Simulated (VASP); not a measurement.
# AlNi3 (Fm-3m) in VASP: a series of runs

Runs on AlNi3. Level: PBEsol. Tasks: single point.

Program: VASP 6.6.1. These are calculated values, not measurements. Logs are shortened: lines on timing, memory, paths and dates and some standing lists are left out, and cuts for length are marked.

### Step 1. The cell of the first run

The structure is cubic, space group Fm-3m (No. 225). Conventional cell: a = 5.445 Å, b = 5.445 Å, c = 5.445 Å, α = 90.00°, β = 90.00°, γ = 90.00°. Ni (site symmetry -43m) has 10 Ni at 2.36 to 2.72 Å and 4 Al at 2.36 Å within 3.1 Å. Ni (site symmetry m-3m) has 8 Ni at 2.36 Å and 6 Al at 2.72 Å within 3.1 Å. Al (site symmetry m-3m) has 14 Ni at 2.36 to 2.72 Å within 3.1 Å.

### Step 2. Single point, PBEsol, collinear spin, ferromagnetic start

Input file INCAR:

```
SYSTEM = AlNi3
PREC = Accurate ; ENCUT = 520
EDIFF = 1E-6 ; ISMEAR = -1
SIGMA = 0.05 ; LREAL = .False.
LASPH = .True. ; NELM = 150
ALGO = Normal ; ISIF = 2
LWAVE = .False. ; LCHARG = .False.
ISPIN = 2 ; MAGMOM = 1 1 1 0
LORBIT = 11 ; LMAXMIX = 4
GGA = PS ; NBANDS = 28
```

Input file KPOINTS:

```
Automatic mesh
0
Gamma
  8 8 8
  0 0 0
```

Input file POSCAR:

```
AlNi3
1.0
    0.0000000000      2.7224811159      2.7224811159
    2.7224811159      0.0000000000      2.7224811159
    2.7224811159      2.7224811159      0.0000000000
Ni Al
3 1
Direct
    0.7500000000      0.7500000000      0.7500000000
    0.0000000000      0.0000000000      0.0000000000
    0.2500000000      0.2500000000      0.2500000000
    0.5000000000      0.5000000000      0.5000000000
```

Potentials or basis: VASP PAW PBE potentials, release 64 (Ni, Al).

Started as:

```sh
$ cat potpaw_PBE.64/Ni/POTCAR potpaw_PBE.64/Al/POTCAR > POTCAR
$ mpirun -np 1 vasp_std > vasp.out
```

OUTCAR:

```text
SYSTEM = AlNi3
   PREC = Accurate
   ENCUT = 520
   EDIFF = 1E-6
   ISMEAR = -1
   LREAL = .False.
   LASPH = .True.
   NELM = 150
   ISIF = 2
   ISPIN = 2
   LORBIT = 11
   GGA = PS

 ion  position               nearest neighbor table
   1  0.750  0.750  0.750-   4 2.36   4 2.36   4 2.36   2 2.36   4 2.36   2 2.36   2 2.36   2 2.36
                             3 2.72   3 2.72   3 2.72   3 2.72   3 2.72   3 2.72
   2  0.000  0.000  0.000-   1 2.36   1 2.36   1 2.36   1 2.36   3 2.36   3 2.36   3 2.36   3 2.36
                             4 2.72   4 2.72   4 2.72   4 2.72   4 2.72   4 2.72
   3  0.250  0.250  0.250-   2 2.36   2 2.36   2 2.36   2 2.36   4 2.36   4 2.36   4 2.36   4 2.36
                             1 2.72   1 2.72   1 2.72   1 2.72   1 2.72   1 2.72
   4  0.500  0.500  0.500-   3 2.36   3 2.36   3 2.36   1 2.36   3 2.36   1 2.36   1 2.36   1 2.36
                             2 2.72   2 2.72   2 2.72   2 2.72   2 2.72   2 2.72

  LATTYP: Found a face centered cubic cell.
 ALAT       =     5.4449622318

  Lattice vectors:

 A1 = (   0.0000000000,   2.7224811159,   2.7224811159)
 A2 = (   2.7224811159,   0.0000000000,   2.7224811159)
 A3 = (   2.7224811159,   2.7224811159,   0.0000000000)

Analysis of symmetry for initial positions (statically):
=====================================================================
 Subroutine PRICEL returns:
 Original cell was already a primitive cell.

 Routine SETGRP: Setting up the symmetry group for a
 face centered cubic supercell.

 Subroutine GETGRP returns: Found 48 space group operations
 (whereof 48 operations were pure point group operations)
 out of a pool of 48 trial point group operations.

The static configuration has the point symmetry O_h .

Analysis of symmetry for dynamics (positions and initial velocities):
=====================================================================
 Subroutine PRICEL returns:
 Original cell was already a primitive cell.

 Routine SETGRP: Setting up the symmetry group for a
 face centered cubic supercell.

 Subroutine GETGRP returns: Found 48 space group operations
 (whereof 48 operations were pure point group operations)
 out of a pool of 48 trial point group operations.

The dynamic configuration has the point symmetry O_h .

Analysis of structural, dynamic, and magnetic symmetry:
=====================================================================
 Subroutine PRICEL returns:
 Original cell was already a primitive cell.

 Routine SETGRP: Setting up the symmetry group for a
 face centered cubic supercell.

 Subroutine GETGRP returns: Found 48 space group operations
 (whereof 48 operations were pure point group operations)
 out of a pool of 48 trial point group operations.

The overall configuration has the point symmetry O_h .

 Subroutine INISYM returns: Found 48 space group operations
 (whereof 48 operations are pure point group operations),
 and found     1 'primitive' translations

----------------------------------------------------------------------------------------

                                     Primitive cell

  volume of cell :      40.3575

  direct lattice vectors                    reciprocal lattice vectors
     0.000000000  2.722481116  2.722481116    -0.183656003  0.183656003  0.183656003
     2.722481116  0.000000000  2.722481116     0.183656003 -0.183656003  0.183656003
     2.722481116  2.722481116  0.000000000     0.183656003  0.183656003 -0.183656003

  length of vectors
     3.850169717  3.850169717  3.850169717     0.318101528  0.318101528  0.318101528

  position of ions in fractional coordinates (direct lattice)
     0.750000000  0.750000000  0.750000000
     0.000000000  0.000000000  0.000000000
     0.250000000  0.250000000  0.250000000
     0.500000000  0.500000000  0.500000000

  ion indices of the primitive-cell ions
   primitive index   ion index
                 1           1
                 2           2
                 3           3
                 4           4

----------------------------------------------------------------------------------------

 KPOINTS: Automatic mesh

Automatic generation of k-mesh.
 Grid dimensions read from file:
 generate k-points for:    8    8    8

[... 21 lines left out ...]
  0.125000  0.000000  0.000000      8.000000
  0.250000  0.000000  0.000000      8.000000
  0.375000  0.000000  0.000000      8.000000
  0.500000  0.000000  0.000000      4.000000
  0.125000  0.125000  0.000000      6.000000
[... 16 lines left out ...]
  0.500000  0.250000  0.125000     48.000000
 -0.375000  0.250000  0.125000     24.000000
 [... further k-points ...]
   k-points           NKPTS =     29   k-points in BZ     NKDIM =     29   number of bands    NBANDS=     28
   number of dos      NEDOS =    301   number of ions     NIONS =      4
   total plane-waves  NPLWV =  27000
   dimension x,y,z NGX =    30 NGY =   30 NGZ =   30
   dimension x,y,z NGXF=    60 NGYF=   60 NGZF=   60
   ions per type =               3   1
   NGX,Y,Z   is equivalent  to a cutoff of  12.95, 12.95, 12.95 a.u.
   NGXF,Y,Z  is equivalent  to a cutoff of  25.91, 25.91, 25.91 a.u.
 SYSTEM =  AlNi3
   PREC   = accura    normal or accurate (medium, high low for compatibility)
   ISTART =      0    job   : 0-new  1-cont  2-samecut
   ICHARG =      2    charge: 1-file 2-atom 10-const
   ISPIN  =      2    spin polarized calculation?
   LNONCOLLINEAR =      F non collinear calculations
   LSORBIT =      F    spin-orbit coupling
   LASPH  =      T    aspherical Exc in radial PAW
   ENCUT  =  520.0 eV  38.22 Ry    6.18 a.u.   7.16  7.16  7.16*2*pi/ulx,y,z
   NELM   =    150;   NELMIN=  2; NELMDL= -5     # of ELM steps
   EDIFF  = 0.1E-05   stopping-criterion for ELM
   LREAL  =      F    real-space projection
   EDIFFG = 0.1E-04   stopping-criterion for IOM
   NSW    =      0    number of steps for IOM
   IBRION =     -1    ionic relax: 0-MD 1-quasi-New 2-CG
   NFREE  =      0    steps in history (QN), initial steepest desc. (CG)
   ISIF   =      2    stress and relaxation
   ISYM   =      2    0-nonsym 1-usesym 2-fastsym
   POTIM  = 0.5000    time-step for ionic-motion
   TEBEG  =    0.0;   TEEND  =   0.0 temperature during run
   PSTRESS=    0.0 pullay stress
   NELECT =      33.0000    total number of electrons
   NUPDOWN=      -1.0000    fix difference up-down
   EMIN   =  10.00;   EMAX   =-10.00  energy-range for DOS
   EFERMI =   0.00;   METHOD = LEGACY
   ISMEAR =    -1;   SIGMA  =   0.05  broadening in eV -4-tet -1-fermi 0-gaus
   EFERMI_NEDOS =   21; number of points for ismear=-14 and -15
   IALGO  =     38    algorithm
   IMIX   =      4    mixing-type and parameters
     AMIX     =   0.40;   BMIX     =  1.00
     AMIX_MAG =   1.60;   BMIX_MAG =  1.00
  volume/ion in A,a.u.               =      10.09        68.09
  Fermi-wavevector in a.u.,A,eV,Ry     =   1.530869  2.892922 31.886055  2.343559
  Thomas-Fermi vector in A             =   2.638292
   LORBIT       =     11    0 simple, 1 ext, 2 COOP (PROOUT), +10 PAW based schemes
   GGA     = PS    functional components
   LHFCALC =     F    Hartree Fock is set to
   AEXX    =    0.0000 exact exchange contribution
   IVDW    =     0    specifies the selected vdW correction
   LEPSILON=     F    determine dielectric tensor
   LRPA    =     F    only Hartree local field effects (RPA)
 spin polarized calculation
  energy-cutoff  :      520.00
  volume of cell :       40.36
 maximum number of plane-waves:      1106
 NGX is ok and might be reduce to    30
   NGX = 15   NGY = 15   NGZ = 15

 number of electron      32.9999971 magnetization       0.0003757

 number of electron      32.9999971 magnetization      -0.0005419

 Free energy of the ion-electron system (eV)
  ---------------------------------------------------
  ext. energy  EPLUGINS =         0.00000000
  ---------------------------------------------------
  free energy    TOTEN  =       -23.88558297 eV

  energy without entropy =      -23.86903766  energy(sigma->0) =      -23.87731031

 E-fermi :  11.0605     XC(G=0): -13.4402

 val. band max:       11.0498026712   @ k =   0.5000   0.5000   0.0000
 cond. band min:      11.0692176251   @ k =  -0.2500   0.5000   0.2500
 fundamental gap:      0.0194149539
 Fermi energy:        11.0604668065

 spin component 1

 k-point     1 :       0.0000    0.0000    0.0000
  band No.  band energies     occupation
      1       0.2242      1.00000
      2       6.9543      1.00000
      3       6.9543      1.00000
      4       7.1629      1.00000
      5       7.1629      1.00000
      6       7.1629      1.00000
[... 733 lines left out ...]
     27      27.1421      0.00000
     28      30.0304      0.00000

 [... further k-points ...]

 spin component 2

 k-point     1 :       0.0000    0.0000    0.0000
  band No.  band energies     occupation
      1       0.2242      1.00000
      2       6.9541      1.00000
      3       6.9541      1.00000
      4       7.1628      1.00000
      5       7.1628      1.00000
      6       7.1628      1.00000
[... 733 lines left out ...]
     27      27.1421      0.00000
     28      30.0305      0.00000

 [... further k-points ...]

------------------------ aborting loop because EDIFF is reached ----------------------------------------

  FORCE on cell =-STRESS in cart. coord.  units (eV):
  Direction    XX          YY          ZZ          XY          YZ          ZX
  --------------------------------------------------------------------------------------
  -------------------------------------------------------------------------------------
  Total        5.0339771      5.0339771      5.0339771      0.0000000     -0.0000000      0.0000000
  in kB      199.8467996    199.8467996    199.8467996      0.0000000     -0.0000000      0.0000000
  external PRESSURE =     199.8467996 kB  Pullay stress =       0.0000000 kB

 VOLUME and BASIS-vectors are now :
 -----------------------------------------------------------------------------
  energy-cutoff  :      520.00
  volume of cell :       40.36
      direct lattice vectors                 reciprocal lattice vectors
     0.000000000  2.722481116  2.722481116    -0.183656003  0.183656003  0.183656003
     2.722481116  0.000000000  2.722481116     0.183656003 -0.183656003  0.183656003
     2.722481116  2.722481116  0.000000000     0.183656003  0.183656003 -0.183656003

 POSITION                                       TOTAL-FORCE (eV/Angst)
 -----------------------------------------------------------------------------------
      4.08372      4.08372      4.08372         0.000000      0.000000      0.000000
      0.00000      0.00000      0.00000        -0.000000     -0.000000      0.000000
      1.36124      1.36124      1.36124        -0.000000     -0.000000     -0.000000
      2.72248      2.72248      2.72248        -0.000000     -0.000000      0.000000
 -----------------------------------------------------------------------------------
    total drift:                                0.000000     -0.000000      0.000000

  FREE ENERGIE OF THE ION-ELECTRON SYSTEM (eV)
  ---------------------------------------------------
  free  energy   TOTEN  =       -23.8855829662 eV

  energy  without entropy=      -23.8690376630  energy(sigma->0) =      -23.87731031

 total charge

# of ion       s       p       d       tot
------------------------------------------
    1        0.527   0.615   8.498   9.640
    2        0.534   0.595   8.461   9.590
    3        0.527   0.615   8.498   9.640
    4        0.417   0.456   0.000   0.873
--------------------------------------------------
tot          2.004   2.282  25.458  29.744

 magnetization (x)

# of ion       s       p       d       tot
------------------------------------------
    1       -0.000   0.000  -0.000  -0.000
    2       -0.000   0.000  -0.000  -0.000
    3       -0.000   0.000  -0.000  -0.000
    4        0.000   0.000   0.000   0.000
--------------------------------------------------
tot         -0.000   0.000  -0.000  -0.000
```

Run time: 59 s. Hardware: 1 thread of Intel Xeon 6975P-C (Granite Rapids), shared host; peak memory 0.21 GiB.

Results:

| Property | Result |
| --- | --- |
| Free energy | -23.8856 eV |
| Pressure | 20.0 GPa |
| Net moment | 0.00 μB per cell |
| Valence electrons inside the program's atomic spheres | Ni 9.64, 9.59; Al 0.87 |

Levels at points of the mesh, in eV from the Fermi level:
Spin up:
| k point | band 14 | band 15 | band 16 | band 17 | band 18 | band 19 |
| --- | --- | --- | --- | --- | --- | --- |
| (0.00, 0.00, 0.00) | -0.62 | -0.58 | -0.58 | 5.72 | 5.72 | 5.72 |
| (0.50, 0.00, 0.00) | -0.72 | -0.52 | -0.52 | -0.15 | 4.54 | 4.54 |
| (0.50, 0.50, 0.00) | -0.83 | -0.65 | -0.39 | -0.39 | -0.38 | -0.01 |
Spin down:
```
           k point  band 13  band 14  band 15  band 16  band 17  band 18  band 19  band 20
(0.00, 0.00, 0.00)    -0.62    -0.62    -0.58    -0.58     5.72     5.72     5.72     6.39
(0.50, 0.00, 0.00)    -0.72    -0.72    -0.52    -0.52    -0.15     4.54     4.54     5.22
(0.50, 0.50, 0.00)    -1.18    -0.83    -0.65    -0.39    -0.39    -0.38    -0.01     4.69
```

Caveat: the PAW data sets were made with another functional, which shifts forces and pressure a little.

### Step 3. Single point, PBEsol, collinear spin, ferromagnetic start

This run uses another cell than the first one, of 10.48 Å³/atom, 1.038 times its volume.

Input file INCAR:

```
  PREC = Accurate
  ENCUT = 520
  EDIFF = 1E-6
  ISMEAR = -1
  SIGMA = 0.05
  LREAL = F
  LASPH = T
  NELM = 150
  ALGO = Normal
  ISIF = 2
  LWAVE = F
  LCHARG = F
  ISPIN = 2
  MAGMOM = 1 1 1 0
  LORBIT = 11
  LMAXMIX = 4
  GGA = PS
  NBANDS = 28
```

Input file KPOINTS:

```
regular mesh
0
Gamma
  8 8 8
```

Input file POSCAR:

```
AlNi3
1.0
    0.0000000000      2.7568382076      2.7568382076
    2.7568382076      0.0000000000      2.7568382076
    2.7568382076      2.7568382076      0.0000000000
Ni Al
3 1
Direct
    0.7500000000      0.7500000000      0.7500000000
    0.0000000000      0.0000000000      0.0000000000
    0.2500000000      0.2500000000      0.2500000000
    0.5000000000      0.5000000000      0.5000000000
```

Potentials or basis: VASP PAW PBE potentials, release 64 (Ni, Al).

Started as:

```sh
$ cat potpaw_PBE.64/Ni/POTCAR potpaw_PBE.64/Al/POTCAR > POTCAR
$ mpirun -np 1 vasp_std > vasp.out
```

Run time: 50 s. Hardware: 1 thread of Intel Xeon 6975P-C (Granite Rapids), shared host; peak memory 0.21 GiB.

Results (log left out):

| Quantity | Value |
| --- | --- |
| Free energy | -24.0290 eV |
| Pressure | 10.0 GPa |
| Net moment | 0.00 μB per cell |
| Valence electrons inside the program's atomic spheres | Ni 9.56, 9.51; Al 0.85 |

Levels at points of the mesh, in eV from the Fermi level:
Spin up:
```
           k point  band 13  band 14  band 15  band 16  band 17  band 18  band 19  band 20
(0.00, 0.00, 0.00)    -0.59    -0.59    -0.54    -0.54     5.60     5.60     5.60     6.19
(0.50, 0.00, 0.00)    -0.68    -0.68    -0.50    -0.50    -0.14     4.45     4.45     5.04
(0.50, 0.50, 0.00)    -1.12    -0.79    -0.62    -0.37    -0.37    -0.37    -0.02     4.50
```
Spin down:
```csv
k point,band 12,band 13,band 14,band 15,band 16,band 17,band 18,band 19,band 20,band 21
"(0.00, 0.00, 0.00)",-0.97,-0.59,-0.59,-0.54,-0.54,5.60,5.60,5.60,6.19,6.19
"(0.50, 0.00, 0.00)",-1.84,-0.68,-0.68,-0.50,-0.50,-0.14,4.45,4.45,5.04,5.04
"(0.50, 0.50, 0.00)",-1.28,-1.12,-0.79,-0.62,-0.37,-0.37,-0.37,-0.02,4.50,5.01
```

Caveat: the PAW data sets were made with another functional, which shifts forces and pressure a little.
